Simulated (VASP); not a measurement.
CdSe:

```
CELL_PARAMETERS angstrom
4.49155 0.00000 0.00000
-2.24577 3.88979 0.00000
0.00000 0.00000 5.45250
ATOMIC_POSITIONS crystal
Cd 0.00000 0.00000 0.00000
Cd 0.00000 0.00000 0.50000
Se 0.33333 0.66667 0.25000
Se 0.66667 0.33333 0.75000
```

- Program: VASP 6.6.1
- Task: relaxation of cell and atoms
- Functional: PBE
- Potentials or basis: VASP PAW PBE potentials, release 64 (Cd, Se)
- Cutoff: 600 eV
- k mesh: 12 × 12 × 8
- Occupations: gaussian, width 0.1 eV
- Spin: no spin polarisation

At the start: pressure 2.3 GPa; volume 23.82 Å³/atom.

Question: Where does the relaxation end?

Answer: Over 10 steps the energy falls by 230.0 meV/atom and the volume is 24.04 Å³/atom (+0.9 %); space group P6_3/mmc (No. 194, to 0.05 Å).

Step by step:
```tsv
step	energy change (eV)	largest force (eV/Å)	pressure (GPa)	volume (Å³)
1	0.0000	0.0000	2.30	95.26
2	-0.5291	0.0000	-1.21	99.66
3	-0.7465	0.0000	-3.32	103.30
4	-0.7725	0.0000	-3.94	104.55
5	-0.9136	0.0000	0.94	94.65
6	-0.9201	0.0000	-0.04	96.23
7	-0.9201	0.0000	-0.14	96.39
8	-0.9201	0.0000	-0.05	96.27
9	-0.9201	0.0000	-0.07	96.29
10	-0.9202	0.0000	0.02	96.14
```

Final structure:
```yaml
crystal:
  lattice:
    - [4.07283, 0.00000, 0.00000]
    - [-2.03641, 3.52717, 0.00000]
    - [0.00000, 0.00000, 6.69266]
  atoms:
    - { symbol: Cd, position: [0.00000, 0.00000, 0.00000] }
    - { symbol: Cd, position: [0.00000, 0.00000, 0.50000] }
    - { symbol: Se, position: [0.33333, 0.66667, 0.25000] }
    - { symbol: Se, position: [0.66667, 0.33333, 0.75000] }
```
